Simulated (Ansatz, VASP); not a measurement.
# Ti: VASP beside Ansatz

```
Ti
1.0
     4.56737    0.00000    0.00000
    -2.28369    3.95546    0.00000
     0.00000    0.00000    2.82624
Ti
3
Direct
  0.66667 0.33333 0.50000
  0.33333 0.66667 0.50000
  0.00000 0.00000 0.00000
```

Alike in both runs: task relaxation of cell and atoms; functional LDA; k mesh 7 × 7 × 9; occupations fermi-dirac, width 0.05 eV; no spin polarisation.

|  | VASP | Ansatz |
| --- | --- | --- |
| version | VASP 6.6.1 | Ansatz 0.2.0 |
| potentials or method | VASP PAW LDA potentials, release 64 (Ti_sv), cutoff 600 eV | all-electron LAPW, scalar-relativistic |

VASP gave:

- relaxed volume (Å³/atom): 15.83
- relaxed length of the cell vector where the two differ most in proportion (Å): 4.451

Task: Estimate Ansatz's values.

Result: Relaxed volume (Å³/atom): 15.85; relaxed length of the cell vector where the two differ most in proportion (Å): 4.453.

LDA's correlation is that of Perdew and Zunger in VASP and of Perdew and Wang (1992) in Ansatz. Ansatz ran all-electron here, and VASP with PAW potentials.
